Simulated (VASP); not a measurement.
# Si (I4_1/amd) in VASP: further runs

The runs below take Si through single point, with PBEsol.

Everything below comes from runs of VASP 6.6.1. Logs are shortened: lines on timing, memory, paths and dates and some standing lists are left out, and cuts for length are marked.

**1. The cell of the first run**

The structure is tetragonal, space group I4_1/amd (No. 141). Conventional cell: a = 4.743 Å, b = 4.743 Å, c = 2.659 Å, α = 90.00°, β = 90.00°, γ = 90.00°. Within 3.3 Å of Si (site symmetry -4m2) lie 10 Si at 2.46 to 3.10 Å.

**2. Single point, PBEsol**

File INCAR:

```
PREC     = Accurate       # precision mode
ENCUT    = 520            # plane-wave cutoff, eV
EDIFF    = 1E-6           # SCF threshold, eV
ISMEAR   = 0              # smearing method
SIGMA    = 0.5            # smearing width, eV
LREAL    = False          # projectors in reciprocal space
LASPH    = True           # aspherical terms in the spheres
NELM     = 100            # most SCF steps
ALGO     = Normal         # electronic algorithm
ISIF     = 2              # what is computed and relaxed
LWAVE    = False          # write WAVECAR
LCHARG   = False          # write CHGCAR
GGA      = PS             # functional
NBANDS   = 11             # bands
```

File KPOINTS:

```
regular mesh
0
Gamma
  14 14 14
```

File POSCAR:

```
Si
1.0
   -2.3713723000      2.3713723000      1.3292653900
    2.3713723000     -2.3713723000      1.3292653900
    2.3713723000      2.3713723000     -1.3292653900
Si
2
Direct
    0.2500000000      0.7500000000      0.5000000000
    0.5000000000      0.5000000000      0.0000000000
```

Potentials or basis: VASP PAW PBE potentials, release 64 (Si).

Started as:

```console
$ cat potpaw_PBE.64/Si/POTCAR > POTCAR
$ mpirun -np 1 vasp_std > vasp.out
```

OUTCAR:

```text
PREC = Accurate
   ENCUT = 520
   EDIFF = 1E-6
   ISMEAR = 0
   LREAL = False
   LASPH = True
   NELM = 100
   ISIF = 2
   GGA = PS

 ion  position               nearest neighbor table
   1  0.250  0.750  0.500-   2 2.46   2 2.46   2 2.46   2 2.46   2 3.10   2 3.10   2 3.10   2 3.10

   2  0.500  0.500  0.000-   1 2.46   1 2.46   1 2.46   1 2.46   1 3.10   1 3.10   1 3.10   1 3.10

  LATTYP: Found a body centered tetragonal cell.
 ALAT       =     4.7427446000
 C/A-ratio  =     0.5605468994

  Lattice vectors:

 A1 = (  -2.3713723000,   2.3713723000,   1.3292653900)
 A2 = (   2.3713723000,  -2.3713723000,   1.3292653900)
 A3 = (   2.3713723000,   2.3713723000,  -1.3292653900)

Analysis of symmetry for initial positions (statically):
=====================================================================
 Subroutine PRICEL returns:
 Original cell was already a primitive cell.

 Routine SETGRP: Setting up the symmetry group for a
 body centered tetragonal supercell.

 Subroutine GETGRP returns: Found 16 space group operations
 (whereof  8 operations were pure point group operations)
 out of a pool of 16 trial point group operations.

The static configuration has the point symmetry D_2d.
 The point group associated with its full space group is D_4h.

Analysis of symmetry for dynamics (positions and initial velocities):
=====================================================================
 Subroutine PRICEL returns:
 Original cell was already a primitive cell.

 Routine SETGRP: Setting up the symmetry group for a
 body centered tetragonal supercell.

 Subroutine GETGRP returns: Found 16 space group operations
 (whereof  8 operations were pure point group operations)
 out of a pool of 16 trial point group operations.

The dynamic configuration has the point symmetry D_2d.
 The point group associated with its full space group is D_4h.

 Subroutine INISYM returns: Found 16 space group operations
 (whereof  8 operations are pure point group operations),
 and found     1 'primitive' translations

----------------------------------------------------------------------------------------

                                     Primitive cell

  volume of cell :      29.9000

  direct lattice vectors                    reciprocal lattice vectors
    -2.371372300  2.371372300  1.329265390     0.000000000  0.210848377  0.376147610
     2.371372300 -2.371372300  1.329265390     0.210848377  0.000000000  0.376147610
     2.371372300  2.371372300 -1.329265390     0.210848377  0.210848377  0.000000000

  length of vectors
     3.607458891  3.607458891  3.607458891     0.431212317  0.431212317  0.298184634

  position of ions in fractional coordinates (direct lattice)
     0.250000000  0.750000000  0.500000000
     0.500000000  0.500000000  0.000000000

  ion indices of the primitive-cell ions
   primitive index   ion index
                 1           1
                 2           2

----------------------------------------------------------------------------------------

 KPOINTS: regular mesh

Automatic generation of k-mesh.
 Grid dimensions read from file:
 generate k-points for:   14   14   14

 Generating k-lattice:

  Cartesian coordinates                     Fractional coordinates (reciprocal lattice)
     0.000000000  0.015060598  0.026867686     0.071428571  0.000000000  0.000000000
     0.015060598  0.000000000  0.026867686     0.000000000  0.071428571  0.000000000
     0.015060598  0.015060598  0.000000000     0.000000000  0.000000000  0.071428571

  Length of vectors
     0.030800880  0.030800880  0.021298902

  Shift w.r.t. Gamma in fractional coordinates (k-lattice)
     0.000000000  0.000000000  0.000000000

 Subroutine IBZKPT returns following result:
 ===========================================

 Found    244 irreducible k-points:

 Following reciprocal coordinates:
            Coordinates               Weight
  0.000000  0.000000  0.000000      1.000000
  0.071429  0.000000 -0.000000      8.000000
  0.142857  0.000000 -0.000000      8.000000
  0.214286  0.000000 -0.000000      8.000000
  0.285714  0.000000 -0.000000      8.000000
  0.357143  0.000000 -0.000000      8.000000
[... 16 lines left out ...]
  0.214286  0.142857 -0.000000     16.000000
  0.285714  0.142857 -0.000000     16.000000
 [... further k-points ...]
   k-points           NKPTS =    244   k-points in BZ     NKDIM =    244   number of bands    NBANDS=     11
   number of dos      NEDOS =    301   number of ions     NIONS =      2
   total plane-waves  NPLWV =  21952
   dimension x,y,z NGX =    28 NGY =   28 NGZ =   28
   dimension x,y,z NGXF=    56 NGYF=   56 NGZF=   56
   ions per type =               2
   NGX,Y,Z   is equivalent  to a cutoff of  12.90, 12.90, 12.90 a.u.
   NGXF,Y,Z  is equivalent  to a cutoff of  25.81, 25.81, 25.81 a.u.
 SYSTEM =  unknown system
   PREC   = accura    normal or accurate (medium, high low for compatibility)
   ISTART =      0    job   : 0-new  1-cont  2-samecut
   ICHARG =      2    charge: 1-file 2-atom 10-const
   ISPIN  =      1    spin polarized calculation?
   LNONCOLLINEAR =      F non collinear calculations
   LSORBIT =      F    spin-orbit coupling
   LASPH  =      T    aspherical Exc in radial PAW
   ENCUT  =  520.0 eV  38.22 Ry    6.18 a.u.   6.71  6.71  6.71*2*pi/ulx,y,z
   NELM   =    100;   NELMIN=  2; NELMDL= -5     # of ELM steps
   EDIFF  = 0.1E-05   stopping-criterion for ELM
   LREAL  =      F    real-space projection
   EDIFFG = 0.1E-04   stopping-criterion for IOM
   NSW    =      0    number of steps for IOM
   IBRION =     -1    ionic relax: 0-MD 1-quasi-New 2-CG
   NFREE  =      0    steps in history (QN), initial steepest desc. (CG)
   ISIF   =      2    stress and relaxation
   ISYM   =      2    0-nonsym 1-usesym 2-fastsym
   POTIM  = 0.5000    time-step for ionic-motion
   TEBEG  =    0.0;   TEEND  =   0.0 temperature during run
   PSTRESS=    0.0 pullay stress
   NELECT =       8.0000    total number of electrons
   NUPDOWN=      -1.0000    fix difference up-down
   EMIN   =  10.00;   EMAX   =-10.00  energy-range for DOS
   EFERMI =   0.00;   METHOD = LEGACY
   ISMEAR =     0;   SIGMA  =   0.50  broadening in eV -4-tet -1-fermi 0-gaus
   EFERMI_NEDOS =   21; number of points for ismear=-14 and -15
   IALGO  =     38    algorithm
   IMIX   =      4    mixing-type and parameters
     AMIX     =   0.40;   BMIX     =  1.00
     AMIX_MAG =   1.60;   BMIX_MAG =  1.00
  volume/ion in A,a.u.               =      14.95       100.89
  Fermi-wavevector in a.u.,A,eV,Ry     =   1.054908  1.993486 15.140973  1.112830
  Thomas-Fermi vector in A             =   2.190086
   LORBIT       =      0    0 simple, 1 ext, 2 COOP (PROOUT), +10 PAW based schemes
   GGA     = PS    functional components
   LHFCALC =     F    Hartree Fock is set to
   AEXX    =    0.0000 exact exchange contribution
   IVDW    =     0    specifies the selected vdW correction
   LEPSILON=     F    determine dielectric tensor
   LRPA    =     F    only Hartree local field effects (RPA)
 non-spin polarized calculation
 Gauss-broadening in eV      SIGMA  =   0.50
  energy-cutoff  :      520.00
  volume of cell :       29.90
 maximum number of plane-waves:       818
   NGX = 13   NGY = 13   NGZ = 13

 number of electron       8.0000000 magnetization

 Free energy of the ion-electron system (eV)
  ---------------------------------------------------
  ext. energy  EPLUGINS =         0.00000000
  ---------------------------------------------------
  free energy    TOTEN  =       -11.16377076 eV

  energy without entropy =      -11.07707648  energy(sigma->0) =      -11.12042362

 E-fermi :   9.3496     XC(G=0): -11.0491

 val. band max:        9.3406689628   @ k =   0.4286   0.3571   0.0714
 cond. band min:       9.3673643285   @ k =   0.0714   0.0714   0.0714
 fundamental gap:      0.0266953657
 Fermi energy:         9.3495778151

 k-point     1 :       0.0000    0.0000    0.0000
  band No.  band energies     occupation
      1      -4.5629      2.00000
      2       6.9071      2.00000
      3       6.9071      2.00000
      4       7.6187      2.00000
      5      10.8375      0.00003
      6      16.8998      0.00000
      7      18.4726      0.00000
      8      18.4789      0.00000
      9      18.4789      0.00000
     10      19.6125      0.00000
     11      20.0443      0.00000

 k-point     2 :       0.0714    0.0000   -0.0000
  band No.  band energies     occupation
      1      -4.4262      2.00000
      2       6.4593      2.00000
      3       6.8345      2.00000
      4       8.2973      1.99708
      5      11.1589      0.00000
      6      16.0504      0.00000
      7      16.8183      0.00000
      8      18.1370      0.00000
      9      18.1934      0.00000
     10      19.3860      0.00000
     11      20.9220      0.00000

 k-point     3 :       0.1429    0.0000   -0.0000
  band No.  band energies     occupation
      1      -4.0170      2.00000
      2       6.0062      2.00000
      3       6.7036      2.00000
      4       9.4051      0.87516
      5      12.0201      0.00000
      6      14.1384      0.00000
      7      14.7317      0.00000
      8      17.0037      0.00000
      9      17.0145      0.00000
     10      18.3242      0.00000
     11      20.5672      0.00000
[... 267 lines left out ...]
 k-point    23 :       0.2143    0.1429   -0.0000
  band No.  band energies     occupation
      1      -1.5693      2.00000
      2       6.0594      2.00000
      3       7.4417      2.00000
      4       8.0567      1.99974
      5       9.6585      0.38227
      6      12.0790      0.00000
      7      12.5982      0.00000
      8      13.4796      0.00000
      9      16.2432      0.00000
     10      17.4071      0.00000
     11      20.2600      0.00000

 k-point    24 :       0.2857    0.1429   -0.0000
  band No.  band energies     occupation
      1      -0.2392      2.00000
      2       5.1484      2.00000
      3       6.4903      2.00000
      4       6.9753      2.00000
      5       9.5836      0.50806
      6      11.5762      0.00000
      7      12.5689      0.00000
      8      14.3391      0.00000
      9      17.1431      0.00000
     10      18.2926      0.00000
     11      21.1730      0.00000

 [... further k-points ...]

------------------------ aborting loop because EDIFF is reached ----------------------------------------

  FORCE on cell =-STRESS in cart. coord.  units (eV):
  Direction    XX          YY          ZZ          XY          YZ          ZX
  --------------------------------------------------------------------------------------
  -------------------------------------------------------------------------------------
  Total        0.3336879      0.3336879     -0.1175582      0.0000000      0.0000000      0.0000000
  in kB       17.8805087     17.8805087     -6.2993018      0.0000000      0.0000000      0.0000000
  external PRESSURE =       9.8205719 kB  Pullay stress =       0.0000000 kB

 VOLUME and BASIS-vectors are now :
 -----------------------------------------------------------------------------
  energy-cutoff  :      520.00
  volume of cell :       29.90
      direct lattice vectors                 reciprocal lattice vectors
    -2.371372300  2.371372300  1.329265390     0.000000000  0.210848377  0.376147610
     2.371372300 -2.371372300  1.329265390     0.210848377  0.000000000  0.376147610
     2.371372300  2.371372300 -1.329265390     0.210848377  0.210848377  0.000000000

 POSITION                                       TOTAL-FORCE (eV/Angst)
 -----------------------------------------------------------------------------------
      2.37137      0.00000      0.66463        -0.000000     -0.000000     -0.000000
      0.00000      0.00000      1.32927         0.000000      0.000000      0.000000
 -----------------------------------------------------------------------------------
    total drift:                                0.000000      0.000000      0.000000

  FREE ENERGIE OF THE ION-ELECTRON SYSTEM (eV)
  ---------------------------------------------------
  free  energy   TOTEN  =       -11.1637707577 eV

  energy  without entropy=      -11.0770764812  energy(sigma->0) =      -11.12042362
```

Wall time 47 s (1 thread of AMD EPYC 7R13 (Zen 3), shared host); peak memory 0.16 GiB.

Results:

```yaml
Free_energy: -11.1638 eV
Pressure: 1.0 GPa
Band_gap_on_the_k_mesh: zero (bands 4 and 5 overlap by 6.45 eV)
```

Levels at points of the mesh, in eV from the Fermi level:
```csv
k point,band 1,band 2,band 3,band 4,band 5,band 6,band 7,band 8
"(0.00, 0.00, 0.00)",-13.91,-2.44,-2.44,-1.73,1.49,7.55,9.12,9.13
"(0.50, 0.00, 0.00)",-7.75,-6.92,-2.10,-1.84,-1.49,1.00,4.59,5.52
"(0.50, 0.50, 0.00)",-10.75,-10.75,0.41,0.41,2.74,2.74,8.12,8.12
"(0.50, 0.50, 0.50)",-8.25,-8.25,-6.89,-6.89,5.51,5.51,13.33,13.33
```

Caveat: so wide a smearing shifts energies and pressures; the PAW data sets were made with another functional, which shifts forces and pressure a little.

[end of part 1 of 2]

The gap in the log of VASP goes by the Fermi energy; the results here count the filled bands.